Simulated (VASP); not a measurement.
# PbS (R3m) in VASP: a series of runs

PbS is run at these levels: PBE, r2SCAN; tasks: single point.

Everything below comes from runs of VASP 6.6.1. Logs are shortened: lines on timing, memory, paths and dates and some standing lists are left out, and cuts for length are marked.

### Step 1. The cell of the first run

It takes space group R3m (No. 160, trigonal). The conventional cell has a = 4.201 Å, b = 4.201 Å, c = 10.291 Å, α = 90.00°, β = 90.00°, γ = 120.00°. Within 3.9 Å of Pb (site symmetry 3m) lie 6 S at 2.97 Å. Within 3.9 Å of S (site symmetry 3m) lie 6 Pb at 2.97 Å.

### Step 2. Single point, PBE

File INCAR:

```
  PREC = Accurate
  ENCUT = 520
  EDIFF = 1E-6
  ISMEAR = 0
  SIGMA = 0.01
  LREAL = False
  LASPH = True
  NELM = 80
  ALGO = Normal
  ISIF = 2
  LWAVE = False
  LCHARG = False
  GGA = PE
  NBANDS = 17
```

File KPOINTS:

```
Automatic mesh
0
Gamma
  8 8 8
```

File POSCAR:

```
PbS
1.0
    2.1005109999      1.2127305912      3.4301896765
   -2.1005109999      1.2127305912      3.4301896765
    0.0000000000     -2.4254611824      3.4301896765
Pb S
1 1
Direct
    0.9781436749      0.9781436749      0.9781436749
    0.4774576551      0.4774576551      0.4774576551
```

Potentials or basis: VASP PAW PBE potentials, release 64 (Pb_d, S).

Command:

```bash
$ cat potpaw_PBE.64/Pb_d/POTCAR potpaw_PBE.64/S/POTCAR > POTCAR
$ mpirun -np 1 vasp_std > vasp.out
```

OUTCAR:

```text
PREC = Accurate
   ENCUT = 520
   EDIFF = 1E-6
   ISMEAR = 0
   LREAL = False
   LASPH = True
   NELM = 80
   ISIF = 2
   GGA = PE

 ion  position               nearest neighbor table
   1  0.978  0.978  0.978-   2 2.97   2 2.97   2 2.97   2 2.97   2 2.97   2 2.97
   2  0.477  0.477  0.477-   1 2.97   1 2.97   1 2.97   1 2.97   1 2.97   1 2.97

  LATTYP: Found a trigonal (rhomboedric) cell.
 ALAT       =     4.2010788096
 COS(alpha) =     0.5000135226

  Lattice vectors:

 A1 = (   2.1005109999,   1.2127305912,   3.4301896765)
 A2 = (  -2.1005109999,   1.2127305912,   3.4301896765)
 A3 = (   0.0000000000,  -2.4254611824,   3.4301896765)

Analysis of symmetry for initial positions (statically):
=====================================================================
 Subroutine PRICEL returns:
 Original cell was already a primitive cell.

 Routine SETGRP: Setting up the symmetry group for a
 trigonal (rhombohedral) supercell.

 Subroutine GETGRP returns: Found  6 space group operations
 (whereof  6 operations were pure point group operations)
 out of a pool of 12 trial point group operations.

The static configuration has the point symmetry C_3v.

Analysis of symmetry for dynamics (positions and initial velocities):
=====================================================================
 Subroutine PRICEL returns:
 Original cell was already a primitive cell.

 Routine SETGRP: Setting up the symmetry group for a
 trigonal (rhombohedral) supercell.

 Subroutine GETGRP returns: Found  6 space group operations
 (whereof  6 operations were pure point group operations)
 out of a pool of 12 trial point group operations.

The dynamic configuration has the point symmetry C_3v.

 Subroutine INISYM returns: Found  6 space group operations
 (whereof  6 operations are pure point group operations),
 and found     1 'primitive' translations

----------------------------------------------------------------------------------------

                                     Primitive cell

  volume of cell :      52.4274

  direct lattice vectors                    reciprocal lattice vectors
     2.100511000  1.212730591  3.430189676     0.238037316  0.137430908  0.097176356
    -2.100511000  1.212730591  3.430189676    -0.238037316  0.137430908  0.097176356
     0.000000000 -2.425461182  3.430189676     0.000000000 -0.274861817  0.097176356

  length of vectors
     4.201078810  4.201078810  4.201078810     0.291534325  0.291534325  0.291534325

  position of ions in fractional coordinates (direct lattice)
     0.978143675  0.978143675  0.978143675
     0.477457655  0.477457655  0.477457655

  ion indices of the primitive-cell ions
   primitive index   ion index
                 1           1
                 2           2

----------------------------------------------------------------------------------------

 KPOINTS: Automatic mesh

Automatic generation of k-mesh.
 Grid dimensions read from file:
 generate k-points for:    8    8    8

 Generating k-lattice:

  Cartesian coordinates                     Fractional coordinates (reciprocal lattice)
     0.029754664  0.017178864  0.012147045     0.125000000 -0.000000000  0.000000000
    -0.029754664  0.017178864  0.012147045    -0.000000000  0.125000000  0.000000000
     0.000000000 -0.034357727  0.012147045     0.000000000  0.000000000  0.125000000

  Length of vectors
     0.036441791  0.036441791  0.036441791

  Shift w.r.t. Gamma in fractional coordinates (k-lattice)
     0.000000000  0.000000000  0.000000000

 Subroutine IBZKPT returns following result:
 ===========================================

 Found     65 irreducible k-points:

 Following reciprocal coordinates:
            Coordinates               Weight
  0.000000  0.000000  0.000000      1.000000
  0.125000  0.000000  0.000000      6.000000
  0.125000  0.125000  0.125000      2.000000
  0.250000  0.000000  0.000000      6.000000
  0.250000  0.250000  0.250000      2.000000
  0.375000 -0.000000 -0.000000      6.000000
[... 16 lines left out ...]
 -0.250000  0.125000  0.000000     12.000000
  0.125000  0.125000  0.375000      6.000000
 [... further k-points ...]
   k-points           NKPTS =     65   k-points in BZ     NKDIM =     65   number of bands    NBANDS=     17
   number of dos      NEDOS =    301   number of ions     NIONS =      2
   total plane-waves  NPLWV =  32768
   dimension x,y,z NGX =    32 NGY =   32 NGZ =   32
   dimension x,y,z NGXF=    64 NGYF=   64 NGZF=   64
   ions per type =               1   1
   NGX,Y,Z   is equivalent  to a cutoff of  12.66, 12.66, 12.66 a.u.
   NGXF,Y,Z  is equivalent  to a cutoff of  25.33, 25.33, 25.33 a.u.
 SYSTEM =  unknown system
   PREC   = accura    normal or accurate (medium, high low for compatibility)
   ISTART =      0    job   : 0-new  1-cont  2-samecut
   ICHARG =      2    charge: 1-file 2-atom 10-const
   ISPIN  =      1    spin polarized calculation?
   LNONCOLLINEAR =      F non collinear calculations
   LSORBIT =      F    spin-orbit coupling
   LASPH  =      T    aspherical Exc in radial PAW
   ENCUT  =  520.0 eV  38.22 Ry    6.18 a.u.   7.81  7.81  7.81*2*pi/ulx,y,z
   NELM   =     80;   NELMIN=  2; NELMDL= -5     # of ELM steps
   EDIFF  = 0.1E-05   stopping-criterion for ELM
   LREAL  =      F    real-space projection
   EDIFFG = 0.1E-04   stopping-criterion for IOM
   NSW    =      0    number of steps for IOM
   IBRION =     -1    ionic relax: 0-MD 1-quasi-New 2-CG
   NFREE  =      0    steps in history (QN), initial steepest desc. (CG)
   ISIF   =      2    stress and relaxation
   ISYM   =      2    0-nonsym 1-usesym 2-fastsym
   POTIM  = 0.5000    time-step for ionic-motion
   TEBEG  =    0.0;   TEEND  =   0.0 temperature during run
   PSTRESS=    0.0 pullay stress
   NELECT =      20.0000    total number of electrons
   NUPDOWN=      -1.0000    fix difference up-down
   EMIN   =  10.00;   EMAX   =-10.00  energy-range for DOS
   EFERMI =   0.00;   METHOD = LEGACY
   ISMEAR =     0;   SIGMA  =   0.01  broadening in eV -4-tet -1-fermi 0-gaus
   EFERMI_NEDOS =   21; number of points for ismear=-14 and -15
   IALGO  =     38    algorithm
   IMIX   =      4    mixing-type and parameters
     AMIX     =   0.40;   BMIX     =  1.00
     AMIX_MAG =   1.60;   BMIX_MAG =  1.00
  volume/ion in A,a.u.               =      26.21       176.90
  Fermi-wavevector in a.u.,A,eV,Ry     =   1.187313  2.243696 19.180302  1.409712
  Thomas-Fermi vector in A             =   2.323467
   LORBIT       =      0    0 simple, 1 ext, 2 COOP (PROOUT), +10 PAW based schemes
   GGA     = PE    functional components
   LHFCALC =     F    Hartree Fock is set to
   AEXX    =    0.0000 exact exchange contribution
   IVDW    =     0    specifies the selected vdW correction
   LEPSILON=     F    determine dielectric tensor
   LRPA    =     F    only Hartree local field effects (RPA)
 non-spin polarized calculation
 Gauss-broadening in eV      SIGMA  =   0.01
  energy-cutoff  :      520.00
  volume of cell :       52.43
 maximum number of plane-waves:      1428
   NGX = 15   NGY = 15   NGZ = 15

 number of electron      20.0000001 magnetization

 Free energy of the ion-electron system (eV)
  ---------------------------------------------------
  ext. energy  EPLUGINS =         0.00000000
  ---------------------------------------------------
  free energy    TOTEN  =        -8.75934148 eV

  energy without entropy =       -8.75934148  energy(sigma->0) =       -8.75934148

 E-fermi :   5.8020     XC(G=0):  -9.6593

 val. band max:        5.7529788874   @ k =   0.5000   0.0000   0.0000
 cond. band min:       6.1353431730   @ k =   0.5000   0.0000   0.0000
 fundamental gap:      0.3823642856
 Fermi energy:         5.8020180490

 k-point     1 :       0.0000    0.0000    0.0000
  band No.  band energies     occupation
      1     -11.0580      2.00000
      2     -11.0580      2.00000
      3     -11.0580      2.00000
      4     -11.0414      2.00000
      5     -11.0414      2.00000
      6      -7.7952      2.00000
[... 9 lines left out ...]
     16      12.5016      0.00000
     17      14.4307      0.00000

 k-point     2 :       0.1250    0.0000    0.0000
  band No.  band energies     occupation
      1     -11.0573      2.00000
      2     -11.0551      2.00000
      3     -11.0551      2.00000
      4     -11.0422      2.00000
      5     -11.0422      2.00000
      6      -7.6631      2.00000
[... 9 lines left out ...]
     16      12.8698      0.00000
     17      15.6194      0.00000

 k-point     3 :       0.1250    0.1250    0.1250
  band No.  band energies     occupation
      1     -11.0573      2.00000
      2     -11.0551      2.00000
      3     -11.0551      2.00000
      4     -11.0422      2.00000
      5     -11.0422      2.00000
      6      -7.6631      2.00000
[... 9 lines left out ...]
     16      12.8698      0.00000
     17      15.6192      0.00000

 k-point     4 :       0.2500    0.0000    0.0000
  band No.  band energies     occupation
      1     -11.0608      2.00000
      2     -11.0607      2.00000
      3     -11.0559      2.00000
      4     -11.0312      2.00000
      5     -11.0312      2.00000
      6      -7.2965      2.00000
[... 9 lines left out ...]
     16      13.7182      0.00000
     17      17.6545      0.00000
[... 343 lines left out ...]
      1     -11.0816      2.00000
      2     -11.0675      2.00000
      3     -11.0506      2.00000
      4     -11.0174      2.00000
      5     -11.0167      2.00000
      6      -6.6002      2.00000
[... 9 lines left out ...]
     16      15.9011      0.00000
     17      16.7424      0.00000

 k-point    23 :      -0.2500    0.1250    0.0000
  band No.  band energies     occupation
      1     -11.0678      2.00000
      2     -11.0619      2.00000
      3     -11.0535      2.00000
      4     -11.0332      2.00000
      5     -11.0226      2.00000
      6      -7.0344      2.00000
[... 9 lines left out ...]
     16      15.3655      0.00000
     17      16.6165      0.00000

 k-point    24 :       0.1250    0.1250    0.3750
  band No.  band energies     occupation
      1     -11.0678      2.00000
      2     -11.0619      2.00000
      3     -11.0535      2.00000
      4     -11.0332      2.00000
      5     -11.0226      2.00000
      6      -7.0344      2.00000
[... 9 lines left out ...]
     16      15.3654      0.00000
     17      16.6166      0.00000

 [... further k-points ...]
[... 5 lines left out ...]
  --------------------------------------------------------------------------------------
  -------------------------------------------------------------------------------------
  Total        0.6027243      0.6027243      0.6028565      0.0000000     -0.0000000      0.0000000
  in kB       18.4191921     18.4191921     18.4232327      0.0000000     -0.0000000      0.0000000
  external PRESSURE =      18.4205390 kB  Pullay stress =       0.0000000 kB

 VOLUME and BASIS-vectors are now :
 -----------------------------------------------------------------------------
  energy-cutoff  :      520.00
  volume of cell :       52.43
      direct lattice vectors                 reciprocal lattice vectors
     2.100511000  1.212730591  3.430189676     0.238037316  0.137430908  0.097176356
    -2.100511000  1.212730591  3.430189676    -0.238037316  0.137430908  0.097176356
     0.000000000 -2.425461182  3.430189676     0.000000000 -0.274861817  0.097176356

 POSITION                                       TOTAL-FORCE (eV/Angst)
 -----------------------------------------------------------------------------------
      0.00000      0.00000     10.06566         0.000000      0.000000     -0.003134
      0.00000      0.00000      4.91331         0.000000     -0.000000      0.003134
 -----------------------------------------------------------------------------------
    total drift:                               -0.000000     -0.000000      0.000051

  FREE ENERGIE OF THE ION-ELECTRON SYSTEM (eV)
  ---------------------------------------------------
  free  energy   TOTEN  =        -8.7593414750 eV

  energy  without entropy=       -8.7593414750  energy(sigma->0) =       -8.75934148
```

Wall time 71 s (1 thread of Intel Xeon 8259CL, shared host); peak memory 0.21 GiB.

Results:

```yaml
Free_energy: -8.7593 eV
Pressure: 1.8 GPa
Largest_force: 0.003 eV/Å
Band_gap_on_the_k_mesh: 0.38 eV, direct
```

Forces on the atoms (eV/Å):
```
Pb   0.000  0.000 -0.003
S    0.000  0.000  0.003
```

Levels at points of the mesh, in eV from the valence-band top:
```tsv
k point	band 8	band 9	band 10	band 11	band 12	band 13
(0.00, 0.00, 0.00)	-2.14	-2.14	-2.14	5.20	5.20	5.20
(0.50, 0.00, 0.00)	-1.76	-1.76	0.00	0.38	1.98	1.98
(0.50, 0.50, 0.50)	-1.76	-1.76	0.00	0.38	1.98	1.98
(0.50, 0.50, 0.00)	-5.15	-3.41	-3.41	3.89	5.56	5.67
```

Caveat: spin-orbit coupling is left out, which moves the levels of the heavy elements. A k mesh can miss the band edges.

### Step 3. Single point, r2SCAN

POSCAR is that of step 2.

File INCAR.step1:

```
  ALGO = Normal
  EDIFF = 1E-4
  ENCUT = 520
  GGA = PE
  ISMEAR = 0
  LASPH = True
  LCHARG = False
  LREAL = False
  LWAVE = True
  NBANDS = 17
  NELM = 80
  PREC = Accurate
  SIGMA = 0.01
```

File INCAR.step2:

```
  ALGO = Normal
  EDIFF = 1E-6
  ENCUT = 520
  ISIF = 2
  ISMEAR = 0
  ISTART = 1
  LASPH = True
  LCHARG = True
  LELF = True
  LMIXTAU = True
  LREAL = False
  LVHAR = True
  LWAVE = False
  METAGGA = R2SCAN
  NBANDS = 17
  NELM = 80
  PREC = Accurate
  SIGMA = 0.01
```

File KPOINTS:

```
k-points
0
Gamma
  8 8 8
```

Potentials or basis: VASP PAW PBE potentials, release 64 (Pb_d, S).

Command:

```bash
$ cat potpaw_PBE.64/Pb_d/POTCAR potpaw_PBE.64/S/POTCAR > POTCAR
$ cp INCAR.step1 INCAR
$ mpirun -np 1 vasp_std > vasp.out
$ cp INCAR.step2 INCAR
$ mpirun -np 1 vasp_std > vasp.out
```

It took 4.7 min on 1 thread of Intel Xeon 8259CL, shared host; peak memory 0.22 GiB.

Results (log left out):

* Free energy: -65.6092 eV
* Pressure: 1.0 GPa
* Band gap on the k mesh: 0.64 eV, direct

Forces in eV/Å, atoms in the order of the input:
```
Pb   0.000  0.000 -0.002
S    0.000  0.000  0.002
```

Levels at points of the mesh, in eV from the valence-band top:
```tsv
k point	band 6	band 7	band 8	band 9	band 10	band 11	band 12	band 13	band 14	band 15
(0.00, 0.00, 0.00)	-14.17	-6.11	-2.31	-2.31	-2.31	5.54	5.54	5.54	7.15	7.15
(0.50, 0.00, 0.00)	-12.93	-9.08	-1.91	-1.91	0.00	0.64	2.19	2.19	9.16	10.63
(0.50, 0.50, 0.50)	-12.93	-9.08	-1.91	-1.91	0.00	0.64	2.19	2.19	9.16	10.63
(0.50, 0.50, 0.00)	-12.47	-7.36	-5.34	-3.58	-3.58	4.17	5.99	6.07	6.07	11.69
```

Caveat: the PAW data sets were made with another functional, which shifts forces and pressure a little; spin-orbit coupling is left out, which moves the levels of the heavy elements. A k mesh can miss the band edges.
